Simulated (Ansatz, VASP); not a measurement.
Al in VASP and in Ansatz

File INCAR:

```
  ALGO = Normal
  EDIFF = 1E-7
  ENCUT = 520
  GGA = PE
  ISIF = 2
  ISMEAR = -1
  LASPH = T
  LCHARG = F
  LREAL = F
  LWAVE = F
  NBANDS = 16
  NELM = 100
  PREC = Accurate
  SIGMA = 0.05
```

File KPOINTS:

```
k-points
0
Gamma
  11 11 1
```

POSCAR

```
Al
1.0
    2.8270770242      0.0000000000      0.0000000000
   -1.4135385121      2.4483205214      0.0000000000
    0.0000000000      0.0000000000     24.1859930700
Al
5
Direct
    0.0000000000      0.0000000000      0.3100968390
    0.3333333300      0.6666666600      0.4050484195
    0.0000000000      0.0000000000      0.5000000000
    0.6666666700      0.3333333400      0.5949515805
    0.0000000000      0.0000000000      0.6899031610
```

input.yaml

```yaml
crystal:
  lattice:
    - [2.8270770242, 0.0, 0.0]
    - [-1.4135385121, 2.4483205214, 0.0]
    - [0.0, 0.0, 24.18599307]
  atoms:
    - { symbol: Al, position: [0.0, 0.0, 0.310096839] }
    - { symbol: Al, position: [0.33333333, 0.66666666, 0.4050484195] }
    - { symbol: Al, position: [0.0, 0.0, 0.5] }
    - { symbol: Al, position: [0.66666667, 0.33333334, 0.5949515805] }
    - { symbol: Al, position: [0.0, 0.0, 0.689903161] }
kpoints:
  mp_grid: { grid: [11, 11, 1] }
scf:
  occupations: { method: fermi_dirac, width: 0.05 }
hamiltonian:
  xc: pbe
  pseudopotentials: { kind: all_electron, lapw: { basis_error: 0.002 } }
output:
  forces: true
  stress: true
  eigenvalues: true
```

Alike in both runs: task single point; functional PBE; k mesh 11 × 11 × 1; occupations fermi-dirac, width 0.05 eV; no spin polarisation.

|  | VASP | Ansatz |
| --- | --- | --- |
| version | VASP 6.6.1 | Ansatz 0.2.0 |
| potentials or method | VASP PAW PBE potentials, release 64 (Al), cutoff 520 eV | all-electron LAPW, scalar-relativistic |

|  | VASP | Ansatz | Ansatz less VASP |
| --- | --- | --- | --- |
| gap on the k mesh at the Fermi level (eV) | none | none | - |
| rms of the force components (eV/Å) | 0.099 | 0.099 | -0.0001 |

Atom by atom the forces differ by 0.000 eV/Å (rms over components). A gap of «none» marks a metal or a gap that the smearing closes. Ansatz ran all-electron here, and VASP with PAW potentials.
